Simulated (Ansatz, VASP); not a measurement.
**TiSn2Te3 in VASP and in Ansatz**

File INCAR:

```
ALGO     = Normal         # electronic algorithm
EDIFF    = 1E-6           # SCF threshold, eV
EDIFFG   = -0.04          # ionic threshold
ENCUT    = 600            # plane-wave cutoff, eV
GGA      = PE             # functional
IBRION   = 2              # ionic algorithm
ISIF     = 3              # what is computed and relaxed
ISMEAR   = 0              # smearing method
LASPH    = T              # aspherical terms in the spheres
LCHARG   = F              # write CHGCAR
LREAL    = F              # projectors in reciprocal space
LWAVE    = F              # write WAVECAR
NELM     = 60             # most SCF steps
NSW      = 90             # ionic steps
PREC     = Accurate       # precision mode
SIGMA    = 0.1            # smearing width, eV
```

Contents of KPOINTS:

```
k-points
0
Gamma
  4 4 2
```

File POSCAR:

```
TiSn2Te3
1.0
    4.5293177400      0.0000000000      0.0000000000
    0.0000000000      4.5293177400      0.0000000000
    0.0000000000      0.0000000000      8.9812175400
Ti Sn Te
1 2 3
Direct
    0.5000000000      0.5000000000      0.5751519100
    0.5000000000      0.0000000000      0.8689425400
    0.0000000000      0.5000000000      0.8689425400
    0.5000000000      0.5000000000      0.1293622600
    0.5000000000      0.0000000000      0.5787805200
    0.0000000000      0.5000000000      0.5787805200
```

Input for Ansatz:

```yaml
crystal:
  lattice:
    - [4.52931774, 0.0, 0.0]
    - [0.0, 4.52931774, 0.0]
    - [0.0, 0.0, 8.98121754]
  atoms:
    - { symbol: Ti, position: [0.5, 0.5, 0.57515191] }
    - { symbol: Sn, position: [0.5, 0.0, 0.86894254] }
    - { symbol: Sn, position: [0.0, 0.5, 0.86894254] }
    - { symbol: Te, position: [0.5, 0.5, 0.12936226] }
    - { symbol: Te, position: [0.5, 0.0, 0.57878052] }
    - { symbol: Te, position: [0.0, 0.5, 0.57878052] }
basis:
  ecutwfc: 420
kpoints:
  mp_grid: { grid: [4, 4, 2] }
hamiltonian:
  xc: pbe
scf:
  occupations: { method: gaussian, width: 0.1 }
  lower_state_search: "off"
output:
  forces: true
  stress: true
  eigenvalues: true
relax:
  adjacent_minimum: "off"
  f_tol: 0.04
  max_steps: 70
  cell: { stress_tol: 0.4 }
```

Alike in both runs: task relaxation of cell and atoms; functional PBE; k mesh 4 × 4 × 2; occupations gaussian, width 0.1 eV; no spin polarisation.

|  | VASP | Ansatz |
| --- | --- | --- |
| version | VASP 6.6.1 | Ansatz 0.2.0 |
| potentials or method | VASP PAW PBE potentials, release 64 (Ti_sv, Sn_d, Te), cutoff 600 eV | scalar-relativistic, plane waves, PAW |
| valence electrons in the cell | 58 | 88 |

VASP gave:

| Property | Result |
| --- | --- |
| gap on the k mesh at the Fermi level, each at its own relaxed structure (eV) | none |
| relaxed volume (Å³/atom) | 35.81 |
| relaxed length of the cell vector where the two differ most in proportion (Å) | 5.437 |

Question: Which values does Ansatz return?

Answer: gap on the k mesh at the Fermi level, each at its own relaxed structure (eV): none; relaxed volume (Å³/atom): 35.53; relaxed length of the cell vector where the two differ most in proportion (Å): 5.415.

A gap of «none» marks a metal or a gap that the smearing closes. VASP's potentials hold 58 valence electrons a cell and Ansatz's 88, so a difference there can come from the potentials and not from the codes.

Neither program's run includes spin-orbit coupling. Noted on VASP's run: the volume moved by over 15 % at a fixed basis, so the end points are rough.
